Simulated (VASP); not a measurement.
Runs of VASP 6.6.1 on BPd4. The structure is that of space group Im-3m (No. 229), or close to it. The cells are those of the table. The cell was built from a structure type or drawn by symmetry, and may not be a known phase.

| task | cell | k mesh | cutoff (eV) | gap on the mesh (eV) | pressure (GPa) | relaxed volume (Å³/atom) |
| --- | --- | --- | --- | --- | --- | --- |
| single point | a = 4.657 Å, angles 109.5°, 5 atoms | 4 × 4 × 4 | 520 | none | (b) | - |
| relaxation of cell and atoms | relaxed from a = 4.600 Å, angles 109.5°, 5 atoms | 10 × 10 × 10 | 600 | none | 0.0 | 14.89 |
| single point | a = 4.600 Å, angles 109.5°, 5 atoms | 4 × 4 × 4 | 520 | none | -0.4 | - |
| single point | a = 4.593 Å, angles 109.5°, 5 atoms | 10 × 10 × 10 | 520 | none | -0.2 | - |
| relaxation of cell and atoms | relaxed from a = 4.657 Å, angles 109.5°, 5 atoms | 4 × 4 × 4 | 600 | none | 0.0 | (a) |

Alike in all rows: level PBE; potentials or basis VASP PAW PBE potentials, release 64 (B, Pd); no spin polarisation; smearing gaussian 0.1 eV.

Estimate the missing entries.

(a) 14.96; (b) -5.6.

Caveats: some runs use coarse meshes.

A k mesh can miss the band edges, and the runs leave out spin-orbit coupling on Pd.

A gap of «none» marks levels without a gap at the run's occupations.
